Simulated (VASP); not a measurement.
## Co: single point with PBE

Crystal: Co.

```
Co
1.0
     0.00000    1.75935    1.75935
     1.75935    0.00000    1.75935
     1.75935    1.75935    0.00000
Co
1
Direct
  0.00000 0.00000 0.00000
```

This cell differs from its parent crystal: volume scaled by 0.9405.

* Program: VASP 6.6.1
* Task: single point
* Functional: PBE
* Potentials or basis: VASP PAW PBE potentials, release 64 (Co)
* Cutoff: 520 eV
* k mesh: 16 × 16 × 16
* Occupations: fermi-dirac, width 0.08 eV
* Spin: collinear spin, ferromagnetic start
* Starting moments: [2.0] μB
* Dipole correction: no
* Further INCAR settings: ALGO = Normal; EDIFF = 1e-06; NBANDS = 14

* Pressure: -0.6 GPa
* Net moment: 1.62 μB per cell
* Site moments: Co +1.64 μB
* Valence electrons inside the program's atomic spheres: Co 8.26

Levels at points of the mesh, in eV from the Fermi level:
Spin up:
```tsv
k point	band 1	band 2	band 3	band 4	band 5	band 6	band 7	band 8	band 9	band 10
(0.00, 0.00, 0.00)	-8.99	-2.70	-2.70	-2.70	-1.67	-1.67	23.01	27.33	27.33	27.33
(0.50, 0.00, 0.00)	-5.19	-2.83	-2.83	-0.77	-0.77	-0.29	6.10	21.57	24.83	24.83
(0.50, 0.50, 0.00)	-5.26	-4.63	-0.88	-0.51	-0.51	2.51	9.54	14.85	14.85	19.89
```
Spin down:
```tsv
k point	band 1	band 2	band 3	band 4	band 5	band 6	band 7	band 8	band 9
(0.00, 0.00, 0.00)	-8.98	-1.14	-1.14	-1.14	0.30	0.30	22.69	27.48	27.48
(0.50, 0.00, 0.00)	-4.29	-1.15	-1.15	-0.33	1.12	1.12	7.09	21.27	25.14
(0.50, 0.50, 0.00)	-4.09	-3.38	1.17	1.29	1.29	2.52	10.44	15.02	15.02
```

It took 37 s on 1 thread of Intel(R) Xeon(R) Platinum 8488C (Sapphire Rapids), with other jobs on the host, peak memory 0.15 GiB.
